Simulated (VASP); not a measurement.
Write the native input for VASP 6.6.1 that does the following.

```
Task                   : single point
Functional             : r2SCAN
Potentials or basis    : VASP PAW PBE potentials, release 64 (Ti_sv, Ag)
Cutoff                 : 520 eV
k mesh                 : 10 × 10 × 10
Occupations            : gaussian, width 0.1 eV
Spin                   : no spin polarisation
Dipole correction      : no
Further INCAR settings : ALGO = Normal; EDIFF = 1e-07; NBANDS = 32
```

Ti3Ag:

```xyz
4
Lattice="3.9539 0.0000 0.0000 0.0000 3.9539 0.0000 0.0000 0.0000 3.9509" Properties=species:S:1:pos:R:3 pbc="T T T"
Ti    0.0000    1.9769    1.9754
Ti    1.9769    0.0000    1.9754
Ti    1.9769    1.9769    0.0000
Ag    0.0000    0.0000    0.0000
```

This cell differs from its parent crystal: volume scaled by 0.91, then relaxed in part.

These files were run (other wordings do the same):

POSCAR

```
Ti3Ag
1.0
    3.9538632867      0.0000000000      0.0000000000
    0.0000000000      3.9538632867      0.0000000000
    0.0000000000      0.0000000000      3.9508794970
Ti Ag
3 1
Direct
    0.0000000000      0.5000000000      0.5000000000
    0.5000000000      0.0000000000      0.5000000000
    0.5000000000      0.5000000000      0.0000000000
    0.0000000000      0.0000000000      0.0000000000
```

INCAR.step1

```
SYSTEM = Ti3Ag
PREC = Accurate
ENCUT = 520
ISMEAR = 0
SIGMA = 0.1
LREAL = .FALSE.
LASPH = .TRUE.
NELM = 100
NBANDS = 32
GGA = PE
ALGO = Normal
EDIFF = 1E-4
LWAVE = .TRUE.
LCHARG = .FALSE.
```

INCAR.step2

```
SYSTEM = Ti3Ag
PREC = Accurate
ENCUT = 520
EDIFF = 1E-7
ISMEAR = 0
SIGMA = 0.1
LREAL = .FALSE.
LASPH = .TRUE.
NELM = 100
ALGO = Normal
ISIF = 2
LWAVE = .FALSE.
LCHARG = .FALSE.
METAGGA = R2SCAN
LMIXTAU = .TRUE.
NBANDS = 32
ISTART = 1
```

KPOINTS

```
Automatic mesh
0
G
  10 10 10
  0 0 0
```

Potentials or basis: VASP PAW PBE potentials, release 64 (Ti_sv, Ag).

Run with:

```console
$ cat potpaw_PBE.64/Ti_sv/POTCAR potpaw_PBE.64/Ag/POTCAR > POTCAR
$ cp INCAR.step1 INCAR
$ mpirun -np 1 vasp_std > vasp.out
$ cp INCAR.step2 INCAR
$ mpirun -np 1 vasp_std > vasp.out
```

Results of the run:

```json
{
  "Pressure": "14.3 GPa"
}
```

Caveat: the PAW data sets were made with another functional, which shifts forces and pressure a little.

It took 10 min on 1 thread of Intel(R) Xeon(R) Platinum 8488C (Sapphire Rapids), with other jobs on the host, peak memory 0.33 GiB.
